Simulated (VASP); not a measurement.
# As (Cmce) in VASP: relaxation of cell and atoms with LDA

Aim: the relaxation of cell and atoms of As with LDA.

Program: VASP 6.6.1. These are calculated values, not measurements. Logs are shortened: lines on timing, memory, paths and dates and some standing lists are left out, and cuts for length are marked.

### 1 The cell of the first run

Symmetry: Cmce, No. 64, orthorhombic system. Conventional cell: a = 3.713 Å, b = 10.770 Å, c = 4.208 Å, α = 90.00°, β = 90.00°, γ = 90.00°. Within 3.3 Å of As (site symmetry m) lie 5 As at 2.47 to 3.16 Å.

### 2 Relaxation of cell and atoms, LDA

The input, INCAR:

```
ALGO = Normal ; EDIFF = 1E-6
EDIFFG = -0.005 ; ENCUT = 600
GGA = CA ; IBRION = 2
ISIF = 3 ; ISMEAR = 0
LASPH = T ; LCHARG = F
LREAL = F ; LWAVE = F
NELM = 80 ; NSW = 100
PREC = Accurate ; SIGMA = 0.1
```

The input, KPOINTS:

```
k-points
0
Gamma
  12 12 10
```

The input, POSCAR:

```
As
1.0
    1.8564569571     -5.3851555206      0.0000000000
    1.8564569571      5.3851555206      0.0000000000
    0.0000000000      0.0000000000      4.2076869844
As
4
Direct
    0.1127064696      0.8872935304      0.0534288460
    0.6127064696      0.3872935304      0.4465711540
    0.8872935304      0.1127064696      0.9465711540
    0.3872935304      0.6127064696      0.5534288460
```

Potentials or basis: VASP PAW LDA potentials, release 64 (As).

On the command line:

```
$ cat potpaw_LDA.64/As/POTCAR > POTCAR
$ mpirun -np 1 vasp_std > vasp.out
```

OUTCAR:

```text
EDIFF = 1E-6
   EDIFFG = -0.005
   ENCUT = 600
   GGA = CA
   IBRION = 2
   ISIF = 3
   ISMEAR = 0
   LASPH = T
   LREAL = F
   NELM = 80
   NSW = 100
   PREC = Accurate

 ion  position               nearest neighbor table
   1  0.113  0.887  0.053-   3 2.47   2 2.49   2 2.49
   2  0.613  0.387  0.447-   4 2.47   1 2.49   1 2.49
   3  0.887  0.113  0.947-   1 2.47   4 2.49   4 2.49
   4  0.387  0.613  0.553-   2 2.47   3 2.49   3 2.49

  LATTYP: Found a base centered orthorhombic cell.
 ALAT       =     3.7129139142
 B/A-ratio  =     2.9007704703
 C/A-ratio  =     1.1332573503

  Lattice vectors:

 A1 = (   1.8564569571,  -5.3851555206,   0.0000000000)
 A2 = (   1.8564569571,   5.3851555206,   0.0000000000)
 A3 = (   0.0000000000,   0.0000000000,   4.2076869844)

Analysis of symmetry for initial positions (statically):
=====================================================================
 Subroutine PRICEL returns:
 Original cell was already a primitive cell.

 Routine SETGRP: Setting up the symmetry group for a
 base centered orthorhombic supercell.

 Subroutine GETGRP returns: Found  8 space group operations
 (whereof  4 operations were pure point group operations)
 out of a pool of  8 trial point group operations.

The static configuration has the point symmetry C_2h.
 The point group associated with its full space group is D_2h.

Analysis of symmetry for dynamics (positions and initial velocities):
=====================================================================
 Subroutine PRICEL returns:
 Original cell was already a primitive cell.

 Routine SETGRP: Setting up the symmetry group for a
 base centered orthorhombic supercell.

 Subroutine GETGRP returns: Found  8 space group operations
 (whereof  4 operations were pure point group operations)
 out of a pool of  8 trial point group operations.

The dynamic configuration has the point symmetry C_2h.
 The point group associated with its full space group is D_2h.

 Subroutine INISYM returns: Found  8 space group operations
 (whereof  4 operations are pure point group operations),
 and found     1 'primitive' translations

----------------------------------------------------------------------------------------

                                     Primitive cell

  volume of cell :      84.1311

  direct lattice vectors                    reciprocal lattice vectors
     1.856456957 -5.385155521  0.000000000     0.269330241 -0.092847829  0.000000000
     1.856456957  5.385155521  0.000000000     0.269330241  0.092847829  0.000000000
     0.000000000  0.000000000  4.207686984     0.000000000  0.000000000  0.237660264

  length of vectors
     5.696168222  5.696168222  4.207686984     0.284885061  0.284885061  0.237660264

  position of ions in fractional coordinates (direct lattice)
     0.112706470  0.887293530  0.053428846
     0.612706470  0.387293530  0.446571154
     0.887293530  0.112706470  0.946571154
     0.387293530  0.612706470  0.553428846

  ion indices of the primitive-cell ions
   primitive index   ion index
                 1           1
                 2           2
                 3           3
                 4           4

----------------------------------------------------------------------------------------

 KPOINTS: k-points

Automatic generation of k-mesh.
 Grid dimensions read from file:
 generate k-points for:   12   12   10

 Generating k-lattice:

  Cartesian coordinates                     Fractional coordinates (reciprocal lattice)
     0.022444187 -0.007737319  0.000000000     0.083333333 -0.000000000  0.000000000
     0.022444187  0.007737319  0.000000000    -0.000000000  0.083333333  0.000000000
     0.000000000  0.000000000  0.023766026     0.000000000  0.000000000  0.100000000

  Length of vectors
     0.023740422  0.023740422  0.023766026

  Shift w.r.t. Gamma in fractional coordinates (k-lattice)
     0.000000000  0.000000000  0.000000000

 Subroutine IBZKPT returns following result:
 ===========================================

 Found    258 irreducible k-points:

 Following reciprocal coordinates:
            Coordinates               Weight
  0.000000  0.000000  0.000000      1.000000
  0.083333  0.000000  0.000000      4.000000
  0.166667  0.000000  0.000000      4.000000
  0.250000  0.000000  0.000000      4.000000
  0.333333  0.000000  0.000000      4.000000
  0.416667  0.000000  0.000000      4.000000
[... 16 lines left out ...]
  0.500000  0.166667  0.000000      4.000000
 -0.416667  0.166667  0.000000      4.000000
 [... further k-points ...]
   k-points           NKPTS =    258   k-points in BZ     NKDIM =    258   number of bands    NBANDS=     14
   number of dos      NEDOS =    301   number of ions     NIONS =      4
   total plane-waves  NPLWV =  82944
   dimension x,y,z NGX =    48 NGY =   48 NGZ =   36
   dimension x,y,z NGXF=    96 NGYF=   96 NGZF=   72
   ions per type =               4
   NGX,Y,Z   is equivalent  to a cutoff of  14.01, 14.01, 14.22 a.u.
   NGXF,Y,Z  is equivalent  to a cutoff of  28.02, 28.02, 28.45 a.u.
 SYSTEM =  unknown system
   PREC   = accura    normal or accurate (medium, high low for compatibility)
   ISTART =      0    job   : 0-new  1-cont  2-samecut
   ICHARG =      2    charge: 1-file 2-atom 10-const
   ISPIN  =      1    spin polarized calculation?
   LNONCOLLINEAR =      F non collinear calculations
   LSORBIT =      F    spin-orbit coupling
   LASPH  =      T    aspherical Exc in radial PAW
   ENCUT  =  600.0 eV  44.10 Ry    6.64 a.u.  11.38 11.38  8.40*2*pi/ulx,y,z
   NELM   =     80;   NELMIN=  2; NELMDL= -5     # of ELM steps
   EDIFF  = 0.1E-05   stopping-criterion for ELM
   LREAL  =      F    real-space projection
   EDIFFG = -.5E-02   stopping-criterion for IOM
   NSW    =    100    number of steps for IOM
   IBRION =      2    ionic relax: 0-MD 1-quasi-New 2-CG
   NFREE  =      1    steps in history (QN), initial steepest desc. (CG)
   ISIF   =      3    stress and relaxation
   ISYM   =      2    0-nonsym 1-usesym 2-fastsym
   POTIM  = 0.5000    time-step for ionic-motion
   TEBEG  =    0.0;   TEEND  =   0.0 temperature during run
   PSTRESS=    0.0 pullay stress
   NELECT =      20.0000    total number of electrons
   NUPDOWN=      -1.0000    fix difference up-down
   EMIN   =  10.00;   EMAX   =-10.00  energy-range for DOS
   EFERMI =   0.00;   METHOD = LEGACY
   ISMEAR =     0;   SIGMA  =   0.10  broadening in eV -4-tet -1-fermi 0-gaus
   EFERMI_NEDOS =   21; number of points for ismear=-14 and -15
   IALGO  =     38    algorithm
   IMIX   =      4    mixing-type and parameters
     AMIX     =   0.40;   BMIX     =  1.00
     AMIX_MAG =   1.60;   BMIX_MAG =  1.00
  volume/ion in A,a.u.               =      21.03       141.94
  Fermi-wavevector in a.u.,A,eV,Ry     =   1.014143  1.916453 13.993409  1.028487
  Thomas-Fermi vector in A             =   2.147354
   LORBIT       =      0    0 simple, 1 ext, 2 COOP (PROOUT), +10 PAW based schemes
   GGA     = CA    functional components
   LHFCALC =     F    Hartree Fock is set to
   AEXX    =    0.0000 exact exchange contribution
   IVDW    =     0    specifies the selected vdW correction
   LEPSILON=     F    determine dielectric tensor
   LRPA    =     F    only Hartree local field effects (RPA)
 conjugate gradient relaxation of ions
 non-spin polarized calculation
 Gauss-broadening in eV      SIGMA  =   0.10
  energy-cutoff  :      600.00
  volume of cell :       84.13
 maximum number of plane-waves:      2831
 NGX is ok and might be reduce to    48
   NGX = 23   NGY = 23   NGZ = 17

--------------------------------------- Ionic step        1  -------------------------------------------

 number of electron      19.9999999 magnetization

 Free energy of the ion-electron system (eV)
  ---------------------------------------------------
  ext. energy  EPLUGINS =         0.00000000
  ---------------------------------------------------
  free energy    TOTEN  =       -21.36012961 eV

  energy without entropy =      -21.35839353  energy(sigma->0) =      -21.35926157

------------------------ aborting loop because EDIFF is reached ----------------------------------------

  FORCE on cell =-STRESS in cart. coord.  units (eV):
  Direction    XX          YY          ZZ          XY          YZ          ZX
  --------------------------------------------------------------------------------------
  -------------------------------------------------------------------------------------
  Total        0.3435830      0.1456459      0.3394860      0.0000000     -0.0000000      0.0000000
  in kB        6.5431313      2.7736536      6.4651088      0.0000000     -0.0000000      0.0000000
  external PRESSURE =       5.2606313 kB  Pullay stress =       0.0000000 kB
[... 289 lines left out ...]
  energy  without entropy=      -21.3597131194  energy(sigma->0) =      -21.36050140

--------------------------------------- Ionic step        9  -------------------------------------------

 number of electron      19.9999999 magnetization

 Free energy of the ion-electron system (eV)
  ---------------------------------------------------
  ext. energy  EPLUGINS =         0.00000000
  ---------------------------------------------------
  free energy    TOTEN  =       -21.36129076 eV

  energy without entropy =      -21.35970525  energy(sigma->0) =      -21.36049801

 E-fermi :   5.3063     XC(G=0): -10.2491

 val. band max:        5.2960430481   @ k =   0.5000   0.4167   0.1000
 cond. band min:       5.3189666780   @ k =   0.5000   0.5000   0.1000
 fundamental gap:      0.0229236300
 Fermi energy:         5.3062788246

 k-point     1 :       0.0000    0.0000    0.0000
  band No.  band energies     occupation
      1      -9.6686      2.00000
      2      -6.6268      2.00000
      3      -3.7929      2.00000
      4      -1.0242      2.00000
      5      -0.5009      2.00000
      6       0.9945      2.00000
      7       1.9219      2.00000
      8       2.9749      2.00000
      9       3.2960      2.00000
     10       4.4889      2.00000
     11       7.2887      0.00000
     12       7.8166      0.00000
     13       7.8366      0.00000
     14       9.0496      0.00000
[... 375 lines left out ...]
 k-point    24 :      -0.4167    0.1667    0.0000
  band No.  band energies     occupation
      1      -8.8280      2.00000
      2      -6.6616      2.00000
      3      -4.9244      2.00000
      4      -2.1824      2.00000
      5       0.5878      2.00000
      6       1.4013      2.00000
      7       2.0174      2.00000
      8       2.9073      2.00000
      9       3.2651      2.00000
     10       4.5242      2.00000
     11       6.2224      0.00000
     12       7.2554      0.00000
     13       7.5277      0.00000
     14       8.7799      0.00000

 [... further k-points ...]
[... 5 lines left out ...]
  --------------------------------------------------------------------------------------
  -------------------------------------------------------------------------------------
  Total        0.0175408      0.0016369      0.0067706      0.0000000     -0.0000000      0.0000000
  in kB        0.3324680      0.0310261      0.1283303      0.0000000     -0.0000000      0.0000000
  external PRESSURE =       0.1639415 kB  Pullay stress =       0.0000000 kB
[... 19 lines left out ...]
  FREE ENERGIE OF THE ION-ELECTRON SYSTEM (eV)
  ---------------------------------------------------
  free  energy   TOTEN  =       -21.3612907565 eV

  energy  without entropy=      -21.3597052545  energy(sigma->0) =      -21.36049801

 reached required accuracy - stopping structural energy minimisation
```

Wall time 21 min (1 thread of Intel Xeon Platinum 8124M at 3.00GHz (Skylake/Cascade Lake), shared host); peak memory 0.45 GiB.

Results:

```yaml
Free_energy: -21.3613 eV
Relaxed_volume: 21.13 Å³/atom
Relaxed_cell: a = 5.690 Å, b = 5.690 Å, c = 4.225 Å, α = 90.00°, β = 90.00°, γ = 141.83°
Space_group_after_relaxing_to_0.1_Å: Cmce (No. 64)
Energy_gained_by_relaxing: 0.3 meV/atom
Ionic_steps: 9
Pressure_after_relaxing: 0.0 GPa
Band_gap_on_the_k_mesh: zero (bands 10 and 11 overlap by 0.53 eV)
```

Step by step:
```tsv
step	energy change (eV)	largest force (eV/Å)	pressure (GPa)	volume (Å³)
1	0.0000	0.0583	0.53	84.13
2	-0.0004	0.0546	-0.44	84.97
3	-0.0010	0.0078	-0.02	84.60
4	-0.0011	0.0134	0.00	84.59
5	-0.0011	0.0187	0.01	84.58
6	-0.0011	0.0127	0.00	84.58
7	-0.0012	0.0032	-0.01	84.58
8	-0.0012	0.0023	-0.02	84.57
9	-0.0012	0.0017	0.02	84.53
```

Final structure:
```xyz
4
Lattice="1.8604 -5.3774 0.0000 1.8604 5.3774 0.0000 0.0000 0.0000 4.2247" Properties=species:S:1:pos:R:3 pbc="T T T"
As    1.8604    4.1619    0.2264
As    1.8604   -1.2156    1.8860
As    1.8604   -4.1619    3.9983
As    1.8604    1.2156    2.3387
```

The gap in the log of VASP goes by the Fermi energy; the results here count the filled bands.